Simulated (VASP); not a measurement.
Input of a VASP 6.6.1 run:

INCAR

```
SYSTEM = Ti
PREC = Accurate
ENCUT = 520
EDIFF = 1E-7
ISMEAR = -1
SIGMA = 0.06122561905347299
LREAL = .FALSE.
LASPH = .TRUE.
NELM = 100
ALGO = Normal
ISIF = 2
LWAVE = .FALSE.
LCHARG = .TRUE.
GGA = PE
LELF = .TRUE.
LVHAR = .TRUE.
NBANDS = 12
```

KPOINTS

```
regular mesh
0
G
  47 47 47
  0 0 0
```

File POSCAR:

```
Ti
1.0
   -1.5950362377      1.5950362377      1.5950362377
    1.5950362377     -1.5950362377      1.5950362377
    1.5950362377      1.5950362377     -1.5950362377
Ti
1
Direct
    0.0000000000      0.0000000000      0.0000000000
```

Potentials or basis: VASP PAW PBE potentials, release 64 (Ti_sv).

The run is started by

```bash
$ cat potpaw_PBE.64/Ti_sv/POTCAR > POTCAR
$ mpirun -np 1 vasp_std > vasp.out
```

(1) Predict the pressure.

(2) Estimate the band gap on the k mesh.

## Answers

(1) 6.9 GPa.

(2) zero (bands 6 and 7 overlap by 1.74 eV).

Caveat: the cell stands under pressure.
